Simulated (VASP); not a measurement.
# Os (Im-3m) in VASP: single point with PBE

Aim: the single point of Os with PBE.

All numbers are computed with VASP 6.6.1; they aren't measurements. Logs are shortened: lines on timing, memory, paths and dates and some standing lists are left out, and cuts for length are marked.

## (1) The cell of the first run

Symmetry: Im-3m, No. 229, cubic system. Conventional cell: a = 3.093 Å, b = 3.093 Å, c = 3.093 Å, α = 90.00°, β = 90.00°, γ = 90.00°. Os (site symmetry m-3m) has 14 Os at 2.68 to 3.09 Å within 3.5 Å.

## (2) Single point, PBE

Input file INCAR:

```
SYSTEM = Os
PREC = Accurate
ENCUT = 520
EDIFF = 1E-6
ISMEAR = -1
SIGMA = 0.13605693000000002
LREAL = .FALSE.
LASPH = .TRUE.
NELM = 100
ALGO = Normal
ISIF = 2
LWAVE = .FALSE.
LCHARG = .FALSE.
GGA = PE
NBANDS = 10
```

Input file KPOINTS:

```
regular mesh
0
G
  15 15 15
  0 0 0
```

Input file POSCAR:

```
Os
1.0
   -1.5464713347      1.5464713347      1.5464713347
    1.5464713347     -1.5464713347      1.5464713347
    1.5464713347      1.5464713347     -1.5464713347
Os
1
Direct
    0.0000000000      0.0000000000      0.0000000000
```

Potentials or basis: VASP PAW PBE potentials, release 64 (Os).

Command:

```console
$ cat potpaw_PBE.64/Os/POTCAR > POTCAR
$ mpirun -np 1 vasp_std > vasp.out
```

OUTCAR:

```text
SYSTEM = Os
   PREC = Accurate
   ENCUT = 520
   EDIFF = 1E-6
   ISMEAR = -1
   LREAL = .FALSE.
   LASPH = .TRUE.
   NELM = 100
   ISIF = 2
   GGA = PE

 ion  position               nearest neighbor table
   1  0.000  0.000  0.000-

  LATTYP: Found a body centered cubic cell.
 ALAT       =     3.0929426694

  Lattice vectors:

 A1 = (  -1.5464713347,   1.5464713347,   1.5464713347)
 A2 = (   1.5464713347,  -1.5464713347,   1.5464713347)
 A3 = (   1.5464713347,   1.5464713347,  -1.5464713347)

Analysis of symmetry for initial positions (statically):
=====================================================================
 Subroutine PRICEL returns:
 Original cell was already a primitive cell.

 Routine SETGRP: Setting up the symmetry group for a
 body centered cubic supercell.

 Subroutine GETGRP returns: Found 48 space group operations
 (whereof 48 operations were pure point group operations)
 out of a pool of 48 trial point group operations.

The static configuration has the point symmetry O_h .

Analysis of symmetry for dynamics (positions and initial velocities):
=====================================================================
 Subroutine PRICEL returns:
 Original cell was already a primitive cell.

 Routine SETGRP: Setting up the symmetry group for a
 body centered cubic supercell.

 Subroutine GETGRP returns: Found 48 space group operations
 (whereof 48 operations were pure point group operations)
 out of a pool of 48 trial point group operations.

The dynamic configuration has the point symmetry O_h .

 Subroutine INISYM returns: Found 48 space group operations
 (whereof 48 operations are pure point group operations),
 and found     1 'primitive' translations

----------------------------------------------------------------------------------------

                                     Primitive cell

  volume of cell :      14.7940

  direct lattice vectors                    reciprocal lattice vectors
    -1.546471335  1.546471335  1.546471335     0.000000000  0.323316694  0.323316694
     1.546471335 -1.546471335  1.546471335     0.323316694  0.000000000  0.323316694
     1.546471335  1.546471335 -1.546471335     0.323316694  0.323316694  0.000000000

  length of vectors
     2.678566924  2.678566924  2.678566924     0.457238854  0.457238854  0.457238854

[... 75 lines left out ...]
   LASPH  =      T    aspherical Exc in radial PAW
   ENCUT  =  520.0 eV  38.22 Ry    6.18 a.u.   4.98  4.98  4.98*2*pi/ulx,y,z
   NELM   =    100;   NELMIN=  2; NELMDL= -5     # of ELM steps
   EDIFF  = 0.1E-05   stopping-criterion for ELM
   LREAL  =      F    real-space projection
   EDIFFG = 0.1E-04   stopping-criterion for IOM
   NSW    =      0    number of steps for IOM
   IBRION =     -1    ionic relax: 0-MD 1-quasi-New 2-CG
   NFREE  =      0    steps in history (QN), initial steepest desc. (CG)
   ISIF   =      2    stress and relaxation
   ISYM   =      2    0-nonsym 1-usesym 2-fastsym
   POTIM  = 0.5000    time-step for ionic-motion
   TEBEG  =    0.0;   TEEND  =   0.0 temperature during run
   PSTRESS=    0.0 pullay stress
   NELECT =       8.0000    total number of electrons
   NUPDOWN=      -1.0000    fix difference up-down
   EMIN   =  10.00;   EMAX   =-10.00  energy-range for DOS
   EFERMI =   0.00;   METHOD = LEGACY
   ISMEAR =    -1;   SIGMA  =   0.14  broadening in eV -4-tet -1-fermi 0-gaus
   EFERMI_NEDOS =   21; number of points for ismear=-14 and -15
   IALGO  =     38    algorithm
   IMIX   =      4    mixing-type and parameters
     AMIX     =   0.40;   BMIX     =  1.00
     AMIX_MAG =   1.60;   BMIX_MAG =  1.00
  volume/ion in A,a.u.               =      14.79        99.83
  Fermi-wavevector in a.u.,A,eV,Ry     =   1.333756  2.520433 24.203462  1.778904
  Thomas-Fermi vector in A             =   2.462590
   LORBIT       =      0    0 simple, 1 ext, 2 COOP (PROOUT), +10 PAW based schemes
   GGA     = PE    functional components
[... 5 lines left out ...]
 non-spin polarized calculation
  energy-cutoff  :      520.00
  volume of cell :       14.79
 maximum number of plane-waves:       410
   NGX =  9   NGY =  9   NGZ =  9

 number of electron       7.9999999 magnetization

 Free energy of the ion-electron system (eV)
  ---------------------------------------------------
  ext. energy  EPLUGINS =         0.00000000
  ---------------------------------------------------
  free energy    TOTEN  =       -10.41083685 eV

  energy without entropy =      -10.32369770  energy(sigma->0) =      -10.36726727

 E-fermi :   8.9221     XC(G=0): -13.7222

 val. band max:        8.9193157765   @ k =   0.2667   0.2000   0.0667
 cond. band min:       8.9318947848   @ k =   0.1333   0.1333   0.1333
 fundamental gap:      0.0125790083
 Fermi energy:         8.9220684325

 k-point     1 :       0.0000    0.0000    0.0000
  band No.  band energies     occupation
      1      -1.7943      2.00000
      2       5.6679      2.00000
      3       5.6679      2.00000
      4       5.6679      2.00000
      5       8.8557      1.23918
      6       8.8557      1.23918
      7      25.1172      0.00000
      8      25.1172      0.00000
      9      25.1172      0.00000
     10      36.6939      0.00000
[... 287 lines left out ...]
 k-point    24 :       0.4000    0.2000   -0.0000
  band No.  band energies     occupation
      1       2.4850      2.00000
      2       3.9954      2.00000
      3       6.0914      2.00000
      4       8.6588      1.74752
      5       9.8702      0.00188
      6      14.9830      0.00000
      7      16.5540      0.00000
      8      21.3560      0.00000
      9      24.9172      0.00000
     10      32.5549      0.00000

 [... further k-points ...]

------------------------ aborting loop because EDIFF is reached ----------------------------------------

  FORCE on cell =-STRESS in cart. coord.  units (eV):
  Direction    XX          YY          ZZ          XY          YZ          ZX
  --------------------------------------------------------------------------------------
  -------------------------------------------------------------------------------------
  Total        0.0119267      0.0119267      0.0119267      0.0000000      0.0000000      0.0000000
  in kB        1.2916501      1.2916501      1.2916501      0.0000000      0.0000000      0.0000000
  external PRESSURE =       1.2916501 kB  Pullay stress =       0.0000000 kB

 VOLUME and BASIS-vectors are now :
 -----------------------------------------------------------------------------
  energy-cutoff  :      520.00
  volume of cell :       14.79
      direct lattice vectors                 reciprocal lattice vectors
    -1.546471335  1.546471335  1.546471335     0.000000000  0.323316694  0.323316694
     1.546471335 -1.546471335  1.546471335     0.323316694  0.000000000  0.323316694
     1.546471335  1.546471335 -1.546471335     0.323316694  0.323316694  0.000000000

 POSITION                                       TOTAL-FORCE (eV/Angst)
 -----------------------------------------------------------------------------------
      0.00000      0.00000      0.00000        -0.000000     -0.000000      0.000000
 -----------------------------------------------------------------------------------
    total drift:                                0.000000     -0.000000      0.000000

  FREE ENERGIE OF THE ION-ELECTRON SYSTEM (eV)
  ---------------------------------------------------
  free  energy   TOTEN  =       -10.4108368504 eV

  energy  without entropy=      -10.3236976987  energy(sigma->0) =      -10.36726727
```

Wall time 12 s (1 thread of AMD EPYC 7R13 (Zen 3), shared host); peak memory 0.1 GiB.

Results:

```yaml
Free_energy: -10.4108 eV
Pressure: 0.1 GPa
Band_gap_on_the_k_mesh: zero (band 4 reaches 10.98 eV, above the bottom of band 5 at 7.13 eV)
```

Caveat: spin-orbit coupling is left out, which moves the levels of the heavy elements.
